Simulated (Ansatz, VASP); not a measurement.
## Nb2B3C: VASP beside Ansatz

```
Nb B C
1.0
     2.83678    0.00000    0.00000
     0.00000    2.83678    0.00000
     0.00000    0.00000   10.55623
Nb B C
2 3 1
Cartesian
  1.4184 1.4184 9.1643
  1.4184 1.4184 1.3919
  0.0000 0.0000 7.0174
  0.0000 0.0000 3.5388
  1.4184 1.4184 5.2781
  0.0000 0.0000 0.0000
```

Change from the starting cell: species swapped into the Er2Mg3Ru type (P4/mmm, No. 123).

Alike in both runs: task single point; functional PBE; k mesh 6 × 6 × 2; occupations gaussian, width 0.1 eV; no spin polarisation.

|  | VASP | Ansatz |
| --- | --- | --- |
| version | VASP 6.6.1 | Ansatz 0.2.0 |
| potentials or method | VASP PAW PBE potentials, release 64 (Nb_sv, B, C), cutoff 520 eV | scalar-relativistic, plane waves, PAW |
| valence electrons in the cell | 39 | 39 |

VASP gave:

- gap on the k mesh at the Fermi level (eV): none
- pressure (GPa): -27.4
- traceless stress, the component that is largest in VASP (GPa): -7.36
- rms of the force components (eV/Å): 0.220

Task: Estimate Ansatz's values.

Result: gap on the k mesh at the Fermi level (eV): none; pressure (GPa): -27.2; traceless stress, the component that is largest in VASP (GPa): -7.37; rms of the force components (eV/Å): 0.217.

Atom by atom the forces differ by 0.003 eV/Å (rms over components). A gap of «none» marks a metal or a gap that the smearing closes. With one functional, cell and mesh, what is left measures potentials, basis and numerics.

The k mesh is coarse, so the values compare programs but aren't converged.
